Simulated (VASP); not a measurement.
Input of a VASP 6.6.1 run:

INCAR

```
SYSTEM = Sc
PREC = Accurate
ENCUT = 520
EDIFF = 1E-6
ISMEAR = 0
SIGMA = 0.05
LREAL = .False.
LASPH = .True.
NELM = 60
ALGO = Normal
ISIF = 2
LWAVE = .False.
LCHARG = .False.
GGA = PE
NBANDS = 12
```

File KPOINTS:

```
regular mesh
0
Gamma
  8 8 8
  0 0 0
```

The input POSCAR:

```
Sc
1.0
   -1.8427694393      1.8427694393      1.8427694393
    1.8427694393     -1.8427694393      1.8427694393
    1.8427694393      1.8427694393     -1.8427694393
Sc
1
Direct
    0.0000000000      0.0000000000      0.0000000000
```

Potentials or basis: VASP PAW PBE potentials, release 64 (Sc_sv).

The run is started by

```sh
$ cat potpaw_PBE.64/Sc_sv/POTCAR > POTCAR
$ mpirun -np 1 vasp_std > vasp.out
```

Question: Estimate the pressure.

Answer: -0.5 GPa.
